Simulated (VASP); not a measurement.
Here is a VASP 6.6.1 calculation.

File INCAR:

```
  ALGO = Normal
  EDIFF = 1E-7
  ENCUT = 520
  ISIF = 2
  ISMEAR = 0
  LASPH = T
  LCHARG = F
  LREAL = F
  LWAVE = F
  NBANDS = 46
  NELM = 60
  PREC = Accurate
  SIGMA = 0.05
```

KPOINTS

```
k-points
0
Gamma
  8 6 6
```

Contents of POSCAR:

```
GaN
1.0
   -3.1515767111      0.0000000000      0.0000000000
    0.0000000000      0.0000000000     -5.1382481593
    0.0000000000     -5.4586909876      0.0000000000
Ga N
4 4
Direct
    0.5000000000     -0.0004010260      0.1692779702
    0.0000000000     -0.0024659615      0.6640590770
    0.0000000000      0.4975340385      0.3359409230
    0.5000000000      0.4995989740      0.8307220298
    0.5000000000      0.6344458144      0.1670556098
    0.0000000000      0.6354040455      0.6663005628
    0.0000000000      0.1354040455      0.3336994372
    0.5000000000      0.1344458144      0.8329443902
```

Potentials or basis: VASP PAW LDA potentials, release 64 (Ga_d, N).

The run is started by

```console
$ cat potpaw_LDA.64/Ga_d/POTCAR potpaw_LDA.64/N/POTCAR > POTCAR
$ mpirun -np 1 vasp_std > vasp.out
```

(1) Estimate the largest force.

(2) Predict the band gap on the k mesh.

(3) What does it give for the pressure?

## Answers

(1) 1.214 eV/Å.

(2) 2.06 eV.

(3) 1.6 GPa.

Caveat: the cell differs from its parent crystal (mode 11 frozen in at -0.015 Å and mode 13 at -0.055 Å (largest displacements)); forces of over 1 eV/Å act on the atoms, so gaps and moduli don't describe the material at rest.
